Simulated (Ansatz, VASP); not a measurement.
**SrCoSe: VASP beside Ansatz**

```xyz
3
Lattice="4.3455 0.0000 0.0000 0.0000 4.3455 0.0000 0.0000 0.0000 4.4235" Properties=species:S:1:pos:R:3 pbc="T T T"
Sr    0.0000    0.0000    0.0000
Co    2.1727    2.1727    2.2118
Se    2.1727    2.1727    0.0000
```

Change from the starting cell: species swapped into the ErCoC type (Pmmm, No. 47).

Alike in both runs: functional PBE; k mesh 10 × 10 × 10; occupations gaussian, width 0.1 eV; collinear spin.

Ansatz relaxed the structure, and its values are those at the end. VASP's run is a single point on that final structure, the one shown.

```csv
,VASP,Ansatz
version,VASP 6.6.1,Ansatz 0.2.0
potentials or method,"VASP PAW PBE potentials, release 64 (Sr_sv, Co, Se), cutoff 520 eV","scalar-relativistic, plane waves, PAW"
valence electrons in the cell,25,43
```

|  | VASP | Ansatz | Ansatz less VASP |
| --- | --- | --- | --- |
| gap on the k mesh at the Fermi level (eV) | none | none | - |
| pressure (GPa) | 0.1 | 0.0 | -0.09 |
| net moment per atom (μB) | 0.36 | 0.37 | +0.001 |
| size of the moment on the site where the two differ most (μB) | 1.37 | 1.35 | -0.019 |

Site moments also hang on the region over which each program counts them. A gap of «none» marks a metal or a gap that the smearing closes. VASP's potentials hold 25 valence electrons a cell and Ansatz's 43, so a difference there can come from the potentials and not from the codes.
